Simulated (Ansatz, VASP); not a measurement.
## One calculation of TiO, two programs

Contents of INCAR:

```
SYSTEM = TiO
  PREC = Accurate
  ENCUT = 520
  EDIFF = 1E-7
  ISMEAR = 0
  SIGMA = 0.1
  LREAL = .FALSE.
  LASPH = .TRUE.
  NELM = 150
  ALGO = Normal
  ISIF = 2
  LWAVE = .FALSE.
  LCHARG = .TRUE.
  ISPIN = 2
  MAGMOM = 0.17 0.17 0.17 0 0 0
  LORBIT = 11
  LMAXMIX = 4
  GGA = PS
  LELF = .TRUE.
  LVHAR = .TRUE.
  NBANDS = 40
```

Contents of KPOINTS:

```
regular mesh
0
G
  10 10 10
  0 0 0
```

POSCAR

```
TiO
1.0
    4.0866680000      0.0000000000      0.0000000000
    0.0000000000      4.0866680000      0.0000000000
    0.0000000000      0.0000000000      4.0866680000
Ti O
3 3
Direct
    0.5000000000      0.5000000000      0.0000000000
    0.0000000000      0.5000000000      0.5000000000
    0.5000000000      0.0000000000      0.5000000000
    0.0000000000      0.5000000000      0.0000000000
    0.5000000000      0.0000000000      0.0000000000
    0.0000000000      0.0000000000      0.5000000000
```

Input for Ansatz:

```yaml
crystal:
  lattice:
    - [4.086668, 0.0, 0.0]
    - [0.0, 4.086668, 0.0]
    - [0.0, 0.0, 4.086668]
  atoms:
    - { symbol: Ti, position: [0.5, 0.5, 0.0], spin: 0.17 }
    - { symbol: Ti, position: [0.0, 0.5, 0.5], spin: 0.17 }
    - { symbol: Ti, position: [0.5, 0.0, 0.5], spin: 0.17 }
    - { symbol: O, position: [0.0, 0.5, 0.0] }
    - { symbol: O, position: [0.5, 0.0, 0.0] }
    - { symbol: O, position: [0.0, 0.0, 0.5] }
basis:
  ecutwfc: 420
kpoints:
  mp_grid: { grid: [10, 10, 10] }
hamiltonian:
  xc: pbesol
scf:
  occupations: { method: gaussian, width: 0.1 }
output:
  forces: true
  stress: true
  eigenvalues: true
  populations: true
  write_density: true
  write_potential: true
  elf: true
  volumetric_format: npy
magnetization:
  spin_polarized: true
```

Alike in both runs: task single point; functional PBEsol; k mesh 10 × 10 × 10; occupations gaussian, width 0.1 eV; collinear spin.

|  | VASP | Ansatz |
| --- | --- | --- |
| version | VASP 6.6.1 | Ansatz 0.2.0 |
| potentials or method | VASP PAW PBE potentials, release 64 (Ti_sv, O), cutoff 520 eV | scalar-relativistic, plane waves, PAW |
| valence electrons in the cell | 54 | 54 |

|  | VASP | Ansatz | Ansatz less VASP |
| --- | --- | --- | --- |
| gap on the k mesh at the Fermi level (eV) | none | none | - |
| pressure (GPa) | -7.7 | -8.1 | -0.44 |
| net moment per atom (μB) | 0.00 | 0.00 | 0.000 |

VASP's potentials were made for PBE, not for PBEsol. A gap of «none» marks a metal or a gap that the smearing closes. The functional is the same, so the differences come from potentials, cutoffs and numerics. Ansatz's warnings: seeded moment not kept.
